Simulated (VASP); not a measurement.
A run of VASP 6.6.1:

Contents of INCAR:

```
ALGO     = Normal         # electronic algorithm
EDIFF    = 1E-6           # SCF threshold, eV
ENCUT    = 600            # plane-wave cutoff, eV
GGA_COMPAT= F            
ISIF     = 2              # what is computed and relaxed
ISMEAR   = 1              # smearing method
LASPH    = T              # aspherical terms in the spheres
LCHARG   = F              # write CHGCAR
LREAL    = F              # projectors in reciprocal space
LWAVE    = F              # write WAVECAR
NBANDS   = 32             # bands
NELM     = 120            # most SCF steps
PREC     = Accurate       # precision mode
SIGMA    = 0.15           # smearing width, eV
```

The input KPOINTS:

```
k-points
0
Gamma
  5 5 8
```

POSCAR

```
TaO2
1.0
    5.0071460000      0.0000000000      0.0000000000
    0.0000000000      5.0071460000      0.0000000000
    0.0000000000      0.0000000000      2.8761010000
Ta O
2 4
Direct
    0.0000000000      0.0000000000      0.5000000000
    0.5000000000      0.5000000000      0.0000000000
    0.7147240000      0.2852760000      0.5000000000
    0.2852760000      0.7147240000      0.5000000000
    0.2147240000      0.2147240000      0.0000000000
    0.7852760000      0.7852760000      0.0000000000
```

Potentials or basis: VASP PAW LDA potentials, release 64 (Ta_pv, O).

Launch:

```bash
$ cat potpaw_LDA.64/Ta_pv/POTCAR potpaw_LDA.64/O/POTCAR > POTCAR
$ mpirun -np 1 vasp_std > vasp.out
```

Hardware: 1 thread of Intel(R) Xeon(R) Platinum 8375C CPU @ 2.90GHz (Ice Lake), on a shared host.

Problem. How long does it take, and how much memory?

Solution. Run time: 40 s on 1 thread of Intel(R) Xeon(R) Platinum 8375C CPU @ 2.90GHz (Ice Lake) (shared host), peak memory 0.21 GiB. Counts: scf iterations 13, k points 30.
